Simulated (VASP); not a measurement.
Input of a VASP 6.6.1 run:

Contents of POSCAR:

```
Ag
1.0
    4.5478253323      0.0000000000      0.0000000000
   -2.2739126661      3.9385322697      0.0000000000
    0.0000000000      0.0000000000      2.7212787672
Ag
3
Direct
    0.0000000000      1.0000000000      0.0000000000
    0.3333333333      0.6666666667      0.5000000000
    0.6666666667      0.3333333333      0.5000000000
```

File INCAR.step1:

```
SYSTEM = Ag
PREC     = Accurate       ! precision mode
ENCUT    = 520            ! plane-wave cutoff, eV
ISMEAR   = -1             ! smearing method
SIGMA    = 0.1            ! smearing width, eV
LREAL    = .False.        ! projectors in reciprocal space
LASPH    = .True.         ! aspherical terms in the spheres
NELM     = 60             ! most SCF steps
NBANDS   = 24             ! bands
GGA      = PE             ! functional
ALGO     = Normal         ! electronic algorithm
EDIFF    = 1E-4           ! SCF threshold, eV
LWAVE    = .True.         ! write WAVECAR
LCHARG   = .False.        ! write CHGCAR
```

The input INCAR.step2:

```
SYSTEM = Ag
PREC     = Accurate       ! precision mode
ENCUT    = 520            ! plane-wave cutoff, eV
EDIFF    = 1E-6           ! SCF threshold, eV
ISMEAR   = -1             ! smearing method
SIGMA    = 0.1            ! smearing width, eV
LREAL    = .False.        ! projectors in reciprocal space
LASPH    = .True.         ! aspherical terms in the spheres
NELM     = 60             ! most SCF steps
ALGO     = Normal         ! electronic algorithm
ISIF     = 2              ! what is computed and relaxed
LWAVE    = .False.        ! write WAVECAR
LCHARG   = .True.         ! write CHGCAR
METAGGA  = R2SCAN         ! meta-GGA
LMIXTAU  = .True.       
LELF     = .True.         ! ELF
LVHAR    = .True.       
NBANDS   = 24             ! bands
ISTART   = 1
```

The input KPOINTS:

```
Automatic mesh
0
Gamma
  9 9 13
  0 0 0
```

Potentials or basis: VASP PAW PBE potentials, release 64 (Ag).

Launch:

```console
$ cat potpaw_PBE.64/Ag/POTCAR > POTCAR
$ cp INCAR.step1 INCAR
$ mpirun -np 1 vasp_std > vasp.out
$ cp INCAR.step2 INCAR
$ mpirun -np 1 vasp_std > vasp.out
```

(1) What does it give for the pressure?

## Answers

(1) 10.7 GPa.

Caveat: the PAW data sets were made with another functional, which shifts forces and pressure a little.
